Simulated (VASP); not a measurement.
Runs of VASP 6.6.1 on C. The structure is that of space group Fd-3m (No. 227), or close to it. The cells are those of the table. 

```tsv
cell	gap on the mesh (eV)	pressure (GPa)
a = 2.579, b = 2.579, c = 2.560 Å, angles 60.2, 60.2, 59.5°, 2 atoms	4.02	-25.0
a = 2.560, b = 2.560, c = 2.522 Å, angles 60.5, 60.5, 59.0°, 2 atoms	3.89	-13.8
a = 2.541, b = 2.541, c = 2.522 Å, angles 60.2, 60.2, 59.5°, 2 atoms	(d)	-7.8
a = 2.542, b = 2.542, c = 2.484 Å, angles 60.7, 60.7, 58.5°, 2 atoms	3.75	-1.0
a = 2.541, b = 2.541, c = 2.560 Å, angles 59.8, 59.8, 60.5°, 2 atoms	3.89	-13.9
a = 2.560, b = 2.560, c = 2.598 Å, angles 59.5, 59.5, 61.0°, 2 atoms	(b)	-24.9
a = 2.504, b = 2.504, c = 2.560 Å, angles 59.3, 59.3, 61.5°, 2 atoms	(a)	-1.0
a = 2.579, b = 2.579, c = 2.598 Å, angles 59.8, 59.8, 60.5°, 2 atoms	3.80	-30.1
a = 2.522, b = 2.522, c = 2.484 Å, angles 60.5, 60.5, 59.0°, 2 atoms	3.98	5.7
a = 2.542, b = 2.542, c = 2.598 Å, angles 59.3, 59.3, 61.5°, 2 atoms	3.11	(c)
a = 2.522, b = 2.522, c = 2.560 Å, angles 59.5, 59.5, 61.0°, 2 atoms	3.53	-7.7
```

Alike in all rows: task single point; level r2SCAN; potentials or basis VASP PAW PBE potentials, release 64 (C); no spin polarisation; k mesh 12 × 12 × 12; cutoff (eV) 520; smearing gaussian 0.05 eV.

Problem. Estimate the missing entries.

Solution. (a) 3.16; (b) 3.46; (c) -19.3; (d) 4.11.

Caveats: the PAW data sets were made with another functional, which shifts forces and pressure a little; the cell stands under tension (at least some runs); the cell stands under pressure (at least some runs).

A k mesh can miss the band edges.
